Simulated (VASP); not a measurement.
A run of VASP 6.6.1:

INCAR

```
SYSTEM = CaScC4N4
PREC = Accurate
ENCUT = 600
EDIFF = 1E-6
ISMEAR = 0
SIGMA = 0.1
LREAL = .FALSE.
LASPH = .TRUE.
NELM = 60
ALGO = Normal
ISIF = 3
LWAVE = .FALSE.
LCHARG = .FALSE.
GGA = PE
IBRION = 2
NSW = 90
EDIFFG = -0.04
```

The input KPOINTS:

```
Automatic mesh
0
G
  2 2 4
  0 0 0
```

Contents of POSCAR:

```
CaScC4N4
1.0
    7.6310963800      0.0000000000      0.0000000000
    0.0000000000      7.6310963800      0.0000000000
    0.0000000000      0.0000000000      4.0447669200
Ca Sc C N
1 1 4 4
Direct
    0.0000000000      0.0000000000      0.0000000000
    0.5000000000      0.5000000000      0.0000000000
    0.1951445500      0.8048554500      0.0000000000
    0.8048554500      0.1951445500      0.0000000000
    0.1951445500      0.1951445500      0.0000000000
    0.8048554500      0.8048554500      0.0000000000
    0.3035581900      0.6964418100      0.0000000000
    0.6964418100      0.3035581900      0.0000000000
    0.3035581900      0.3035581900      0.0000000000
    0.6964418100      0.6964418100      0.0000000000
```

Potentials or basis: VASP PAW PBE potentials, release 64 (Ca_sv, Sc_sv, C, N).

Run with:

```sh
$ cat potpaw_PBE.64/Ca_sv/POTCAR potpaw_PBE.64/Sc_sv/POTCAR potpaw_PBE.64/C/POTCAR potpaw_PBE.64/N/POTCAR > POTCAR
$ mpirun -np 1 vasp_std > vasp.out
```

Hardware: 1 thread of Intel(R) Xeon(R) Platinum 8559C (Emerald Rapids) (shared host).

Estimate the wall time of this run.

Run time: 24 min on 1 thread of Intel(R) Xeon(R) Platinum 8559C (Emerald Rapids) (shared host), peak memory 0.44 GiB. Counts: scf iterations 175, k points 9, ion steps 19.
